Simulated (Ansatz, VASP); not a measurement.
Al3Cl: VASP beside Ansatz

```
Al Cl
1.0
     3.15122    1.81936    2.38844
    -3.15122    1.81936    2.38844
     0.00000   -3.63872    2.38844
Al Cl
3 1
Direct
  0.50000 0.00000 0.50000
  0.50000 0.50000 0.00000
  0.00000 0.50000 0.50000
  0.00000 0.00000 0.00000
```

Alike in both runs: functional PBE; k mesh 5 × 5 × 5; occupations gaussian, width 0.2 eV; no spin polarisation.

Ansatz relaxed the structure, and its values are those at the end. VASP's run is a single point on that final structure, the one shown.

|  | VASP | Ansatz |
| --- | --- | --- |
| version | VASP 6.6.1 | Ansatz 0.2.0 |
| potentials or method | VASP PAW PBE potentials, release 64 (Al, Cl), cutoff 500 eV | scalar-relativistic, plane waves, PAW |
| valence electrons in the cell | 16 | 16 |

```csv
,VASP,Ansatz,Ansatz less VASP
gap on the k mesh at the Fermi level (eV),none,none,-
pressure (GPa),0.1,0.1,+0.01
```

A gap of «none» marks a metal or a gap that the smearing closes. With one functional, cell and mesh, what is left measures potentials, basis and numerics.
